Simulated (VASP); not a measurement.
BAs2:

```
B As
1.0
     4.74377    0.00000    0.00000
    -2.37189    4.10823    0.00000
     0.00000    0.00000    2.56504
B As
1 2
Direct
  0.00000 0.00000 0.00000
  0.33333 0.66667 0.50000
  0.66667 0.33333 0.50000
```

The cell was built from a structure type or drawn by symmetry, and may not be a known phase.

```yaml
Program: VASP 6.6.1
Task: relaxation of cell and atoms
Functional: PBE
Potentials_or_basis: VASP PAW PBE potentials, release 64 (B, As)
Cutoff: 600 eV
k_mesh: 12 × 12 × 18
Occupations: gaussian, width 0.1 eV
Spin: no spin polarisation
```

At the start: pressure -0.7 GPa; volume 16.66 Å³/atom.

Problem. How do energy, volume and symmetry change on relaxing?

Solution. Over 6 steps the energy falls by 21.9 meV/atom and the volume is 16.40 Å³/atom (-1.6 %); space group P6/mmm (No. 191, to 0.1 Å) before and after.

The path:
| step | energy change (eV) | largest force (eV/Å) | pressure (GPa) | volume (Å³) |
| --- | --- | --- | --- | --- |
| 1 | 0.0000 | 0.0000 | -0.69 | 49.99 |
| 2 | -0.0542 | 0.0000 | -0.41 | 49.45 |
| 3 | -0.0649 | 0.0000 | 0.01 | 49.17 |
| 4 | -0.0656 | 0.0000 | 0.14 | 49.09 |
| 5 | -0.0656 | 0.0000 | 0.17 | 49.07 |
| 6 | -0.0656 | 0.0000 | -0.04 | 49.21 |

Final structure:
```xyz
3
Lattice="4.6185 0.0000 0.0000 -2.3092 3.9997 0.0000 0.0000 0.0000 2.6637" Properties=species:S:1:pos:R:3 pbc="T T T"
B     0.0000    0.0000    0.0000
As    0.0000    2.6665    1.3319
As    2.3092    1.3332    1.3319
```
